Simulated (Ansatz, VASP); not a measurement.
**C: VASP beside Ansatz**

```xyz
1
Lattice="-1.2309 1.2309 1.8727 1.2309 -1.2309 1.8727 1.2309 1.2309 -1.8727" Properties=species:S:1:pos:R:3 pbc="T T T"
C     0.0000    0.0000    0.0000
```

Alike in both runs: task relaxation of cell and atoms; functional PBEsol; k mesh 10 × 10 × 10; occupations gaussian, width 0.1 eV; no spin polarisation.

|  | VASP | Ansatz |
| --- | --- | --- |
| version | VASP 6.6.1 | Ansatz 0.2.0 |
| potentials or method | VASP PAW PBE potentials, release 64 (C), cutoff 600 eV | scalar-relativistic, plane waves, PAW |
| valence electrons in the cell | 4 | 4 |

Ansatz gave:

```
gap on the k mesh at the Fermi level, each at its own relaxed structure (eV) : none
relaxed volume (Å³/atom)                                                     : 8.13
relaxed cell length with the largest relative difference (Å)                 : 3.342
```

**Question.** Which values does VASP return?

**Answer.** gap on the k mesh at the Fermi level, each at its own relaxed structure (eV): none; relaxed volume (Å³/atom): 7.26; relaxed cell length with the largest relative difference (Å): 3.029.

VASP's potentials were made for PBE, not for PBEsol. A gap of «none» marks a metal or a gap that the smearing closes. One of these differences is far larger than is usual between the two programs; its cause wasn't traced.

The k mesh is coarse, so the values compare programs but aren't converged. Noted on VASP's run: the volume moved by over 15 % at a fixed basis, so the end points are rough.
